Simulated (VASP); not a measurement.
# AlN (Fm-3m) in VASP: further runs, part 2 of 3

VASP 6.6.1. The steps go on from the part before.

## 3. Single point, PBE

The COD entry that gives the cell may itself be a prediction, so a difference from it is no test against experiment.

This run uses another cell than the first one, of 7.94 Å³/atom, 1.030 times its volume.

File INCAR:

```
SYSTEM = AlN
PREC = Accurate
ENCUT = 600
EDIFF = 1E-6
ISMEAR = 0
SIGMA = 0.01
LREAL = .FALSE.
LASPH = .TRUE.
NELM = 120
ALGO = Normal
ISIF = 2
LWAVE = .FALSE.
LCHARG = .FALSE.
GGA = PE
NBANDS = 11
GGA_COMPAT = .FALSE.
```

File KPOINTS:

```
Automatic mesh
0
G
  7 7 7
  0 0 0
```

File POSCAR:

```
AlN
1.0
    0.0000000000      1.9949108661      1.9949108661
    1.9949108661      0.0000000000      1.9949108661
    1.9949108661      1.9949108661      0.0000000000
Al N
1 1
Direct
    0.0000000000      0.0000000000      0.0000000000
    0.5000000000      0.5000000000      0.5000000000
```

Potentials or basis: VASP PAW PBE potentials, release 64 (Al, N).

Started as:

```
$ cat potpaw_PBE.64/Al/POTCAR potpaw_PBE.64/N/POTCAR > POTCAR
$ mpirun -np 1 vasp_std > vasp.out
```

OUTCAR:

```text
SYSTEM = AlN
   PREC = Accurate
   ENCUT = 600
   EDIFF = 1E-6
   ISMEAR = 0
   LREAL = .FALSE.
   LASPH = .TRUE.
   NELM = 120
   ISIF = 2
   GGA = PE

 ion  position               nearest neighbor table
   1  0.000  0.000  0.000-   2 1.99   2 1.99   2 1.99   2 1.99   2 1.99   2 1.99
   2  0.500  0.500  0.500-   1 1.99   1 1.99   1 1.99   1 1.99   1 1.99   1 1.99

  LATTYP: Found a face centered cubic cell.
 ALAT       =     3.9898217322

  Lattice vectors:

 A1 = (   0.0000000000,   1.9949108661,   1.9949108661)
 A2 = (   1.9949108661,   0.0000000000,   1.9949108661)
 A3 = (   1.9949108661,   1.9949108661,   0.0000000000)

Analysis of symmetry for initial positions (statically):
=====================================================================
 Subroutine PRICEL returns:
 Original cell was already a primitive cell.

 Routine SETGRP: Setting up the symmetry group for a
 face centered cubic supercell.

 Subroutine GETGRP returns: Found 48 space group operations
 (whereof 48 operations were pure point group operations)
 out of a pool of 48 trial point group operations.

The static configuration has the point symmetry O_h .

Analysis of symmetry for dynamics (positions and initial velocities):
=====================================================================
 Subroutine PRICEL returns:
 Original cell was already a primitive cell.

 Routine SETGRP: Setting up the symmetry group for a
 face centered cubic supercell.

 Subroutine GETGRP returns: Found 48 space group operations
 (whereof 48 operations were pure point group operations)
 out of a pool of 48 trial point group operations.

The dynamic configuration has the point symmetry O_h .

 Subroutine INISYM returns: Found 48 space group operations
 (whereof 48 operations are pure point group operations),
 and found     1 'primitive' translations

----------------------------------------------------------------------------------------

                                     Primitive cell

  volume of cell :      15.8782

  direct lattice vectors                    reciprocal lattice vectors
     0.000000000  1.994910866  1.994910866    -0.250637765  0.250637765  0.250637765
     1.994910866  0.000000000  1.994910866     0.250637765 -0.250637765  0.250637765
     1.994910866  1.994910866  0.000000000     0.250637765  0.250637765 -0.250637765

  length of vectors
     2.821230003  2.821230003  2.821230003     0.434117343  0.434117343  0.434117343

  position of ions in fractional coordinates (direct lattice)
     0.000000000  0.000000000  0.000000000
     0.500000000  0.500000000  0.500000000

  ion indices of the primitive-cell ions
   primitive index   ion index
                 1           1
                 2           2

----------------------------------------------------------------------------------------

 KPOINTS: Automatic mesh

Automatic generation of k-mesh.
 Grid dimensions read from file:
 generate k-points for:    7    7    7

 Generating k-lattice:

  Cartesian coordinates                     Fractional coordinates (reciprocal lattice)
    -0.035805395  0.035805395  0.035805395     0.142857143  0.000000000  0.000000000
     0.035805395 -0.035805395  0.035805395     0.000000000  0.142857143  0.000000000
     0.035805395  0.035805395 -0.035805395     0.000000000  0.000000000  0.142857143

  Length of vectors
     0.062016763  0.062016763  0.062016763

  Shift w.r.t. Gamma in fractional coordinates (k-lattice)
     0.000000000  0.000000000  0.000000000

 Subroutine IBZKPT returns following result:
 ===========================================

 Found     20 irreducible k-points:

 Following reciprocal coordinates:
            Coordinates               Weight
  0.000000  0.000000  0.000000      1.000000
  0.142857  0.000000  0.000000      8.000000
  0.285714  0.000000  0.000000      8.000000
  0.428571  0.000000  0.000000      8.000000
  0.142857  0.142857  0.000000      6.000000
  0.285714  0.142857  0.000000     24.000000
[... 12 lines left out ...]
 -0.428571  0.428571  0.142857     24.000000
 -0.285714  0.428571  0.142857     24.000000
   k-points           NKPTS =     20   k-points in BZ     NKDIM =     20   number of bands    NBANDS=     11
   number of dos      NEDOS =    301   number of ions     NIONS =      2
   total plane-waves  NPLWV =  13824
   dimension x,y,z NGX =    24 NGY =   24 NGZ =   24
   dimension x,y,z NGXF=    48 NGYF=   48 NGZF=   48
   ions per type =               1   1
   NGX,Y,Z   is equivalent  to a cutoff of  14.14, 14.14, 14.14 a.u.
   NGXF,Y,Z  is equivalent  to a cutoff of  28.28, 28.28, 28.28 a.u.
 SYSTEM =  AlN
   PREC   = accura    normal or accurate (medium, high low for compatibility)
   ISTART =      0    job   : 0-new  1-cont  2-samecut
   ICHARG =      2    charge: 1-file 2-atom 10-const
   ISPIN  =      1    spin polarized calculation?
   LNONCOLLINEAR =      F non collinear calculations
   LSORBIT =      F    spin-orbit coupling
   LASPH  =      T    aspherical Exc in radial PAW
   ENCUT  =  600.0 eV  44.10 Ry    6.64 a.u.   5.63  5.63  5.63*2*pi/ulx,y,z
   NELM   =    120;   NELMIN=  2; NELMDL= -5     # of ELM steps
   EDIFF  = 0.1E-05   stopping-criterion for ELM
   LREAL  =      F    real-space projection
   EDIFFG = 0.1E-04   stopping-criterion for IOM
   NSW    =      0    number of steps for IOM
   IBRION =     -1    ionic relax: 0-MD 1-quasi-New 2-CG
   NFREE  =      0    steps in history (QN), initial steepest desc. (CG)
   ISIF   =      2    stress and relaxation
   ISYM   =      2    0-nonsym 1-usesym 2-fastsym
   POTIM  = 0.5000    time-step for ionic-motion
   TEBEG  =    0.0;   TEEND  =   0.0 temperature during run
   PSTRESS=    0.0 pullay stress
   NELECT =       8.0000    total number of electrons
   NUPDOWN=      -1.0000    fix difference up-down
   EMIN   =  10.00;   EMAX   =-10.00  energy-range for DOS
   EFERMI =   0.00;   METHOD = LEGACY
   ISMEAR =     0;   SIGMA  =   0.01  broadening in eV -4-tet -1-fermi 0-gaus
   EFERMI_NEDOS =   21; number of points for ismear=-14 and -15
   IALGO  =     38    algorithm
   IMIX   =      4    mixing-type and parameters
     AMIX     =   0.40;   BMIX     =  1.00
     AMIX_MAG =   1.60;   BMIX_MAG =  1.00
  volume/ion in A,a.u.               =       7.94        53.58
  Fermi-wavevector in a.u.,A,eV,Ry     =   1.302681  2.461710 23.088776  1.696977
  Thomas-Fermi vector in A             =   2.433733
   LORBIT       =      0    0 simple, 1 ext, 2 COOP (PROOUT), +10 PAW based schemes
   GGA     = PE    functional components
   LHFCALC =     F    Hartree Fock is set to
   AEXX    =    0.0000 exact exchange contribution
   IVDW    =     0    specifies the selected vdW correction
   LEPSILON=     F    determine dielectric tensor
   LRPA    =     F    only Hartree local field effects (RPA)
 non-spin polarized calculation
 Gauss-broadening in eV      SIGMA  =   0.01
  energy-cutoff  :      600.00
  volume of cell :       15.88
 maximum number of plane-waves:       541
   NGX = 11   NGY = 11   NGZ = 11

 number of electron       7.9999999 magnetization

 Free energy of the ion-electron system (eV)
  ---------------------------------------------------
  ext. energy  EPLUGINS =         0.00000000
  ---------------------------------------------------
  free energy    TOTEN  =       -14.49745987 eV

  energy without entropy =      -14.49745987  energy(sigma->0) =      -14.49745987

 E-fermi :  10.5868     XC(G=0): -12.4733

 val. band max:       10.4912134894   @ k =   0.0000   0.0000   0.0000
 cond. band min:      15.8117846327   @ k =   0.4286   0.4286   0.0000
 fundamental gap:      5.3205711433
 Fermi energy:        10.5868173881

 k-point     1 :       0.0000    0.0000    0.0000
  band No.  band energies     occupation
      1      -7.4309      2.00000
      2      10.4912      2.00000
      3      10.4912      2.00000
      4      10.4912      2.00000
      5      16.7579      0.00000
      6      22.7853      0.00000
      7      22.7853      0.00000
      8      22.7853      0.00000
      9      28.0353      0.00000
     10      28.5751      0.00000
     11      28.5751      0.00000
[... 253 lines left out ...]
 k-point    20 :      -0.2857    0.4286    0.1429
  band No.  band energies     occupation
      1      -2.9191      2.00000
      2       4.2616      2.00000
      3       4.5525      2.00000
      4       7.2497      2.00000
      5      18.3339      0.00000
      6      20.8127      0.00000
      7      22.4069      0.00000
      8      23.8983      0.00000
      9      29.1023      0.00000
     10      30.9413      0.00000
     11      36.9745      0.00000

------------------------ aborting loop because EDIFF is reached ----------------------------------------

  FORCE on cell =-STRESS in cart. coord.  units (eV):
  Direction    XX          YY          ZZ          XY          YZ          ZX
  --------------------------------------------------------------------------------------
  -------------------------------------------------------------------------------------
  Total        1.6433563      1.6433563      1.6433563      0.0000000      0.0000000     -0.0000000
  in kB      165.8218793    165.8218793    165.8218793      0.0000000      0.0000000     -0.0000000
  external PRESSURE =     165.8218793 kB  Pullay stress =       0.0000000 kB

 VOLUME and BASIS-vectors are now :
 -----------------------------------------------------------------------------
  energy-cutoff  :      600.00
  volume of cell :       15.88
      direct lattice vectors                 reciprocal lattice vectors
     0.000000000  1.994910866  1.994910866    -0.250637765  0.250637765  0.250637765
     1.994910866  0.000000000  1.994910866     0.250637765 -0.250637765  0.250637765
     1.994910866  1.994910866  0.000000000     0.250637765  0.250637765 -0.250637765

 POSITION                                       TOTAL-FORCE (eV/Angst)
 -----------------------------------------------------------------------------------
      0.00000      0.00000      0.00000         0.000000     -0.000000      0.000000
      1.99491      1.99491      1.99491        -0.000000      0.000000     -0.000000
 -----------------------------------------------------------------------------------
    total drift:                               -0.000000     -0.000000      0.000000

  FREE ENERGIE OF THE ION-ELECTRON SYSTEM (eV)
  ---------------------------------------------------
  free  energy   TOTEN  =       -14.4974598689 eV

  energy  without entropy=      -14.4974598689  energy(sigma->0) =      -14.49745987
```

OSZICAR:

```text
N       E                     dE             d eps       ncg     rms          rms(c)
DAV:   1     0.182827498715E+02    0.18283E+02   -0.44328E+03   440   0.719E+02
DAV:   2    -0.152424666567E+02   -0.33525E+02   -0.31453E+02   561   0.160E+02
DAV:   3    -0.162773972534E+02   -0.10349E+01   -0.10328E+01   532   0.260E+01
DAV:   4    -0.162817502130E+02   -0.43530E-02   -0.43527E-02   491   0.192E+00
DAV:   5    -0.162817935851E+02   -0.43372E-04   -0.43372E-04   526   0.181E-01    0.775E+00
DAV:   6    -0.145218515597E+02    0.17599E+01   -0.73097E+00   502   0.154E+01    0.276E+00
DAV:   7    -0.145027145179E+02    0.19137E-01   -0.20744E-01   484   0.328E+00    0.181E+00
DAV:   8    -0.144977317681E+02    0.49827E-02   -0.15318E-02   476   0.117E+00    0.346E-01
DAV:   9    -0.144974093143E+02    0.32245E-03   -0.12946E-03   506   0.235E-01    0.159E-01
DAV:  10    -0.144974673474E+02   -0.58033E-04   -0.14824E-04   491   0.875E-02    0.495E-02
DAV:  11    -0.144974601536E+02    0.71939E-05   -0.23486E-05   526   0.289E-02    0.833E-03
DAV:  12    -0.144974598689E+02    0.28470E-06   -0.83740E-07   250   0.794E-03
   1 F= -.14497460E+02 E0= -.14497460E+02  d E =-.995351E-44
```

It took 3.8 s on 1 thread of Intel Xeon Platinum 8559C (Emerald Rapids), shared host; peak memory 0.13 GiB.

What came out:

```yaml
Free_energy: -14.4975 eV
Pressure: 16.6 GPa
Band_gap_on_the_k_mesh: 5.32 eV, indirect (least direct gap 6.27 eV)
```

(Continued in part 3 of 3.)
